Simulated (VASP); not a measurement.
Set up this calculation in VASP 6.6.1, as the native input.

- Task: single point
- Functional: r2SCAN
- Potentials or basis: VASP PAW PBE potentials, release 64 (In_d)
- Cutoff: 550 eV
- k mesh: 20 × 20 × 20
- Occupations: gaussian, width 0.15 eV
- Spin: no spin polarisation
- Dipole correction: no
- Further INCAR settings: ALGO = Normal; EDIFF = 1e-06; NBANDS = 12

Crystal: In.

```
CELL_PARAMETERS angstrom
-2.31417 1.90620 1.90620
1.90620 -2.31417 1.90620
1.90620 1.90620 -2.31417
ATOMIC_POSITIONS crystal
In 0.00000 0.00000 0.00000
```

This cell differs from its parent crystal: ratio of the length along [111] to the lengths across it x 0.71, volume and fractional coordinates fixed.

These files were run (other wordings do the same):

POSCAR

```
In
1.0
   -2.3141739544      1.9062040780      1.9062040780
    1.9062040780     -2.3141739544      1.9062040780
    1.9062040780      1.9062040780     -2.3141739544
In
1
Direct
    0.0000000000      0.0000000000      0.0000000000
```

INCAR.step1

```
PREC = Accurate
ENCUT = 550
ISMEAR = 0
SIGMA = 0.15
LREAL = False
LASPH = True
NELM = 120
NBANDS = 12
GGA = PE
ALGO = Normal
EDIFF = 1E-5
LWAVE = True
LCHARG = False
GGA_COMPAT = False
```

INCAR.step2

```
PREC = Accurate
ENCUT = 550
EDIFF = 1E-6
ISMEAR = 0
SIGMA = 0.15
LREAL = False
LASPH = True
NELM = 120
ALGO = Normal
ISIF = 2
LWAVE = False
LCHARG = False
METAGGA = R2SCAN
LMIXTAU = True
NBANDS = 12
ISTART = 1
GGA_COMPAT = False
```

KPOINTS

```
regular mesh
0
Gamma
  20 20 20
```

Potentials or basis: VASP PAW PBE potentials, release 64 (In_d).

Command:

```bash
$ cat potpaw_PBE.64/In_d/POTCAR > POTCAR
$ cp INCAR.step1 INCAR
$ mpirun -np 1 vasp_std > vasp.out
$ cp INCAR.step2 INCAR
$ mpirun -np 1 vasp_std > vasp.out
```

It gave:

```json
{"Pressure": "7.0 GPa", "Band gap on the k mesh": "zero (an odd number of electrons rules out a gap without spin polarisation)"}
```

Caveat: the cell stands under pressure; the PAW data sets were made with another functional, which shifts forces and pressure a little; spin-orbit coupling is left out, which moves the levels of the heavy elements.

Run time: 15 min on 1 thread of Oxide Virtual Turin-like Processor, with other jobs on the host, peak memory 0.34 GiB.
